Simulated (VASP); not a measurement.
# MgO (I4/mmm) in VASP: notebook, part 2 of 2

VASP 6.6.1. The steps go on from the part before.

## (3) Single point, PBE (uniaxial z strain +3.0%)

INCAR reads:

```
PREC = Accurate
ENCUT = 520
EDIFF = 1E-6
ISMEAR = -1
SIGMA = 0.02
LREAL = False
LASPH = True
NELM = 80
ALGO = Normal
ISIF = 2
LWAVE = False
LCHARG = False
GGA = PE
NBANDS = 11
```

KPOINTS reads:

```
Automatic mesh
0
Gamma
  10 10 10
```

POSCAR reads:

```
MgO
1.0
    0.0000000000      2.1021674155      2.1652324379
    2.1021674155      0.0000000000      2.1652324379
    2.1021674155      2.1021674155      0.0000000000
Mg O
1 1
Direct
    0.0000000000      0.0000000000      0.0000000000
    0.5000000000      0.5000000000      0.5000000000
```

Potentials or basis: VASP PAW PBE potentials, release 64 (Mg, O).

On the command line:

```
$ cat potpaw_PBE.64/Mg/POTCAR potpaw_PBE.64/O/POTCAR > POTCAR
$ mpirun -np 1 vasp_std > vasp.out
```

OUTCAR:

```text
PREC = Accurate
   ENCUT = 520
   EDIFF = 1E-6
   ISMEAR = -1
   LREAL = False
   LASPH = True
   NELM = 80
   ISIF = 2
   GGA = PE

 ion  position               nearest neighbor table
   1  0.000  0.000  0.000-   2 2.10   2 2.10   2 2.10   2 2.10   2 2.17   2 2.17
   2  0.500  0.500  0.500-   1 2.10   1 2.10   1 2.10   1 2.10   1 2.17   1 2.17

  LATTYP: Found a body centered tetragonal cell.
 ALAT       =     2.9729136694
 C/A-ratio  =     1.4566399692

  Lattice vectors:

 A1 = (  -2.1021674155,   0.0000000000,   2.1652324379)
 A2 = (   2.1021674155,   0.0000000000,   2.1652324379)
[... 513 lines left out ...]
      7      16.0977      0.00000
      8      21.1012      0.00000
      9      21.2517      0.00000
     10      27.8406      0.00000
     11      29.2269      0.00000

 [... further k-points ...]
[... 5 lines left out ...]
  --------------------------------------------------------------------------------------
  -------------------------------------------------------------------------------------
  Total        0.2483479      0.2483479     -0.3705533      0.0000000      0.0000000     -0.0000000
  in kB       20.7922760     20.7922760    -31.0236007      0.0000000      0.0000000     -0.0000000
  external PRESSURE =       3.5203171 kB  Pullay stress =       0.0000000 kB

 VOLUME and BASIS-vectors are now :
 -----------------------------------------------------------------------------
  energy-cutoff  :      520.00
  volume of cell :       19.14
      direct lattice vectors                 reciprocal lattice vectors
     0.000000000  2.102167415  2.165232438    -0.237849753  0.237849753  0.230922090
     2.102167415  0.000000000  2.165232438     0.237849753 -0.237849753  0.230922090
     2.102167415  2.102167415  0.000000000     0.237849753  0.237849753 -0.230922090

 POSITION                                       TOTAL-FORCE (eV/Angst)
 -----------------------------------------------------------------------------------
      0.00000      0.00000      0.00000         0.000000      0.000000      0.000000
      2.10217      2.10217      2.16523         0.000000     -0.000000      0.000000
 -----------------------------------------------------------------------------------
    total drift:                               -0.000000     -0.000000      0.000000

  FREE ENERGIE OF THE ION-ELECTRON SYSTEM (eV)
  ---------------------------------------------------
  free  energy   TOTEN  =       -11.9055746530 eV

  energy  without entropy=      -11.9055746530  energy(sigma->0) =      -11.90557465
```

OSZICAR:

```text
N       E                     dE             d eps       ncg     rms          rms(c)
DAV:   1     0.127534864018E+02    0.12753E+02   -0.45912E+03  2636   0.644E+02
DAV:   2    -0.129071138933E+02   -0.25661E+02   -0.24859E+02  2572   0.133E+02
DAV:   3    -0.134661747181E+02   -0.55906E+00   -0.55861E+00  2714   0.167E+01
DAV:   4    -0.134675530359E+02   -0.13783E-02   -0.13783E-02  2490   0.942E-01
DAV:   5    -0.134675575692E+02   -0.45333E-05   -0.45333E-05  2643   0.531E-02    0.721E+00
DAV:   6    -0.119246167597E+02    0.15429E+01   -0.89824E+00  2349   0.163E+01    0.226E+00
DAV:   7    -0.119115675854E+02    0.13049E-01   -0.59815E-02  2481   0.215E+00    0.135E+00
DAV:   8    -0.119059962435E+02    0.55713E-02   -0.29505E-02  2361   0.192E+00    0.247E-01
DAV:   9    -0.119055887490E+02    0.40749E-03   -0.61687E-04  2586   0.173E-01    0.138E-01
DAV:  10    -0.119055725149E+02    0.16234E-04   -0.51820E-04  2484   0.169E-01    0.838E-03
DAV:  11    -0.119055746876E+02   -0.21727E-05   -0.27983E-06  2622   0.137E-02    0.561E-03
DAV:  12    -0.119055746530E+02    0.34563E-07   -0.54241E-07  1434   0.573E-03
   1 F= -.11905575E+02 E0= -.11905575E+02  d E =-.186692E-11
```

Wall time 10 s (1 thread of Intel Xeon Platinum 8559C (Emerald Rapids), shared host); peak memory 0.15 GiB.

Results:

* Free energy: -11.9056 eV
* Pressure: 0.4 GPa
* Band gap on the k mesh: 4.45 eV

Stress tensor (GPa, compression positive):
```
 2.08  0.00  0.00
 0.00  2.08  0.00
 0.00  0.00 -3.10
```

Levels at points of the mesh, in eV from the valence-band top:
```tsv
k point	band 1	band 2	band 3	band 4	band 5	band 6	band 7	band 8	band 9
(0.00, 0.00, 0.00)	-17.18	-0.06	-0.06	0.00	4.45	15.43	15.74	15.74	19.49
(0.50, 0.00, 0.00)	-15.96	-4.55	-0.70	-0.64	7.70	12.29	15.72	16.36	20.48
(0.50, 0.50, 0.00)	-15.76	-4.09	-1.27	-1.27	9.25	9.71	12.55	18.81	18.81
(0.50, 0.00, 0.50)	-15.68	-3.99	-1.49	-1.30	8.96	9.66	12.94	18.17	18.74
```

Caveat: the cell differs from its parent crystal (uniaxial z strain +3.0%).

## (4) Single point, PBE (uniaxial z strain +4.0%)

INCAR reads:

```
SYSTEM = MgO
  PREC = Accurate
  ENCUT = 520
  EDIFF = 1E-7
  ISMEAR = -1
  SIGMA = 0.02
  LREAL = .FALSE.
  LASPH = .TRUE.
  NELM = 60
  ALGO = Normal
  ISIF = 2
  LWAVE = .FALSE.
  LCHARG = .FALSE.
  GGA = PE
  NBANDS = 11
```

KPOINTS reads:

```
Automatic mesh
0
G
  10 10 10
  0 0 0
```

POSCAR reads:

```
MgO
1.0
    0.0000000000      2.1021674155      2.1862541121
    2.1021674155      0.0000000000      2.1862541121
    2.1021674155      2.1021674155      0.0000000000
Mg O
1 1
Direct
    0.0000000000      0.0000000000      0.0000000000
    0.5000000000      0.5000000000      0.5000000000
```

On the command line:

```
$ cat potpaw_PBE.64/Mg/POTCAR potpaw_PBE.64/O/POTCAR > POTCAR
$ mpirun -np 1 vasp_std > vasp.out
```

It took 8.1 s on 1 thread of Intel Xeon Platinum 8559C (Emerald Rapids), shared host; peak memory 0.15 GiB.

The run converged. Its results:

```yaml
Free_energy: -11.9010 eV
Pressure: -0.9 GPa
Band_gap_on_the_k_mesh: 4.34 eV
```

Stress tensor (GPa, compression positive):
```
 1.22  0.00  0.00
 0.00  1.22  0.00
 0.00  0.00 -5.16
```

Levels at points of the mesh, in eV from the valence-band top:
```csv
k point,band 1,band 2,band 3,band 4,band 5,band 6,band 7,band 8,band 9
"(0.00, 0.00, 0.00)",-17.15,-0.08,-0.08,0.00,4.34,15.30,15.71,15.71,19.41
"(0.50, 0.00, 0.00)",-15.95,-4.52,-0.71,-0.63,7.62,12.16,15.53,16.36,20.32
"(0.50, 0.50, 0.00)",-15.77,-4.08,-1.25,-1.25,9.30,9.61,12.35,18.73,18.73
"(0.50, 0.00, 0.50)",-15.67,-3.96,-1.53,-1.28,8.91,9.55,12.86,17.89,18.65
```

Caveat: the cell differs from its parent crystal (uniaxial z strain +4.0%).

## (5) Single point, r2SCAN (uniaxial z strain -4.0%)

POSCAR reads:

```
MgO
1.0
    0.0000000000      2.1021674155      2.0180807188
    2.1021674155      0.0000000000      2.0180807188
    2.1021674155      2.1021674155      0.0000000000
Mg O
1 1
Direct
    0.0000000000      0.0000000000      0.0000000000
    0.5000000000      0.5000000000      0.5000000000
```

INCAR.step1 reads:

```
SYSTEM = MgO
PREC = Accurate
ENCUT = 520
ISMEAR = 0
SIGMA = 0.01
LREAL = .False.
LASPH = .True.
NELM = 60
NBANDS = 11
GGA = PE
ALGO = Normal
EDIFF = 1E-4
LWAVE = .True.
LCHARG = .False.
```

INCAR.step2 reads:

```
SYSTEM = MgO
PREC = Accurate
ENCUT = 520
EDIFF = 1E-6
ISMEAR = 0
SIGMA = 0.01
LREAL = .False.
LASPH = .True.
NELM = 60
ALGO = Normal
ISIF = 2
LWAVE = .False.
LCHARG = .True.
METAGGA = R2SCAN
LMIXTAU = .True.
LELF = .True.
LVHAR = .True.
NBANDS = 11
ISTART = 1
```

KPOINTS reads:

```
Automatic mesh
0
Gamma
  10 10 10
  0 0 0
```

On the command line:

```
$ cat potpaw_PBE.64/Mg/POTCAR potpaw_PBE.64/O/POTCAR > POTCAR
$ cp INCAR.step1 INCAR
$ mpirun -np 1 vasp_std > vasp.out
$ cp INCAR.step2 INCAR
$ mpirun -np 1 vasp_std > vasp.out
```

It took 34 s on 1 thread of Intel Xeon Platinum 8559C (Emerald Rapids), shared host; peak memory 0.16 GiB.

Results (log left out):

- Free energy: -16.1311 eV
- Pressure: 6.9 GPa
- Band gap on the k mesh: 6.04 eV

Stress tensor (GPa, compression positive):
```
 2.95  0.00  0.00
 0.00  2.95  0.00
 0.00  0.00 14.88
```

Levels at points of the mesh, in eV from the valence-band top:
| k point | band 2 | band 3 | band 4 | band 5 | band 6 | band 7 |
| --- | --- | --- | --- | --- | --- | --- |
| (0.00, 0.00, 0.00) | -0.09 | 0.00 | 0.00 | 6.04 | 16.95 | 16.95 |
| (0.50, 0.00, 0.00) | -4.85 | -0.81 | -0.71 | 9.07 | 14.32 | 17.42 |
| (0.50, 0.50, 0.00) | -4.21 | -1.60 | -1.60 | 9.77 | 11.54 | 15.16 |
| (0.50, 0.00, 0.50) | -4.38 | -1.53 | -1.28 | 10.23 | 11.60 | 14.60 |

Caveat: the cell differs from its parent crystal (uniaxial z strain -4.0%); the cell stands under pressure; the PAW data sets were made with another functional, which shifts forces and pressure a little.

## (6) The runs side by side

```csv
level,cell,smearing,gap on the mesh (eV),pressure (GPa)
PBE,"a = 3.003, b = 3.003, c = 2.973 Å, angles 60.3, 60.3, 59.3°, 2 atoms",fermi-dirac 0.02 eV,4.56,1.7
PBE,"a = 3.018, b = 3.018, c = 2.973 Å, angles 60.5, 60.5, 59.0°, 2 atoms",fermi-dirac 0.02 eV,4.45,0.4
PBE,"a = 3.033, b = 3.033, c = 2.973 Å, angles 60.7, 60.7, 58.7°, 2 atoms",fermi-dirac 0.02 eV,4.34,-0.9
r2SCAN,"a = 2.914, b = 2.914, c = 2.973 Å, angles 59.3, 59.3, 61.3°, 2 atoms",gaussian 0.01 eV,6.04,6.9
```

Alike in all rows: task single point; potentials or basis VASP PAW PBE potentials, release 64 (Mg, O); no spin polarisation; k mesh 10 × 10 × 10; cutoff (eV) 520.

Caveats: the cell stands under pressure (at least some runs); the PAW data sets were made with another functional, which shifts forces and pressure a little (at least some runs).

Absolute energies hang on the potentials; compare differences alone.
